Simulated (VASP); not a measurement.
Runs of VASP 6.6.1 on Cu. The structure is that of space group P6_3/mmc (No. 194), or close to it. The cells are those of the table. 

```csv
task,level,potentials or basis,cell,gap on the mesh (eV),pressure (GPa),relaxed volume (Å³/atom)
single point,LDA,"VASP PAW LDA potentials, release 64 (Cu)","a = 2.481, b = 2.481, c = 8.155 Å, angles 90.0, 90.0, 120.0°, 4 atoms",none,1.0,-
single point,PBEsol+D3(BJ),"VASP PAW PBE potentials, release 64 (Cu)","a = 2.476, b = 2.476, c = 8.133 Å, angles 90.0, 90.0, 120.0°, 4 atoms",none,0.9,-
relaxation of cell and atoms,PBEsol+D3(BJ),"VASP PAW PBE potentials, release 64 (Cu)","relaxed from a = 2.531, b = 2.531, c = 8.262 Å, angles 90.0, 90.0, 120.0°, 4 atoms",none,0.0,10.84
relaxation of cell and atoms,LDA,"VASP PAW LDA potentials, release 64 (Cu)","relaxed from a = 2.531, b = 2.531, c = 8.262 Å, angles 90.0, 90.0, 120.0°, 4 atoms",none,-0.1,(a)
single point,PBEsol,"VASP PAW PBE potentials, release 64 (Cu)","a = 2.513, b = 2.513, c = 8.258 Å, angles 90.0, 90.0, 120.0°, 4 atoms",none,1.0,-
relaxation of cell and atoms,PBEsol,"VASP PAW PBE potentials, release 64 (Cu)","relaxed from a = 2.531, b = 2.531, c = 8.262 Å, angles 90.0, 90.0, 120.0°, 4 atoms",none,0.1,11.34
```

Alike in all rows: no spin polarisation; k mesh 11 × 11 × 3; cutoff (eV) 600; smearing methfessel-paxton 0.1 eV.

**Question.** Fill in the values left out.

**Answer.** (a) 10.93.

Caveats: the PAW data sets were made with another functional, which shifts forces and pressure a little (some runs); pairwise dispersion overbinds metals, which lowers pressure and volume (some runs).

A gap of «none» marks levels without a gap at the run's occupations.
